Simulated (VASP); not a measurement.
Set up this calculation in VASP 6.6.1, as the native input.

```
Task                   : single point
Functional             : LDA
Potentials or basis    : VASP PAW LDA potentials, release 64 (Ge_d)
Cutoff                 : 520 eV
k mesh                 : 10 × 10 × 13
Occupations            : fermi-dirac, width 0.1 eV
Spin                   : no spin polarisation
Dipole correction      : no
Further INCAR settings : ALGO = Normal; EDIFF = 1e-06; NBANDS = 28
```

The structure of Ge lies in POSCAR:

```
Ge
1.0
    3.7648178735      0.0000000001      0.0000000000
   -1.8824089368      3.2604279190      0.0000000000
    0.0000000000      0.0000000000      2.2455236722
Ge
3
Direct
    0.0000000000      0.0000000000      0.0000000000
    0.3333333333      0.6666666667      0.5000000000
    0.6666666667      0.3333333333      0.5000000000
```

The input as run:

INCAR

```
SYSTEM = Ge
ALGO = Normal
EDIFF = 1E-6
ENCUT = 520
GGA = CA
ISIF = 2
ISMEAR = -1
LASPH = .TRUE.
LCHARG = .FALSE.
LREAL = .FALSE.
LWAVE = .FALSE.
NBANDS = 28
NELM = 100
PREC = Accurate
SIGMA = 0.1
```

KPOINTS

```
k-points
0
G
  10 10 13
  0 0 0
```

Potentials or basis: VASP PAW LDA potentials, release 64 (Ge_d).

Run with:

```sh
$ cat potpaw_LDA.64/Ge_d/POTCAR > POTCAR
$ mpirun -np 1 vasp_std > vasp.out
```

It gave:

| Quantity | Value |
| --- | --- |
| Pressure | 242.5 GPa |
| Band gap on the k mesh | zero (band 21 reaches 21.72 eV, above the bottom of band 22 at 11.63 eV) |

Wall time 100 s on 1 thread of AMD EPYC 7R13, with other jobs on the host, peak memory 0.14 GiB.
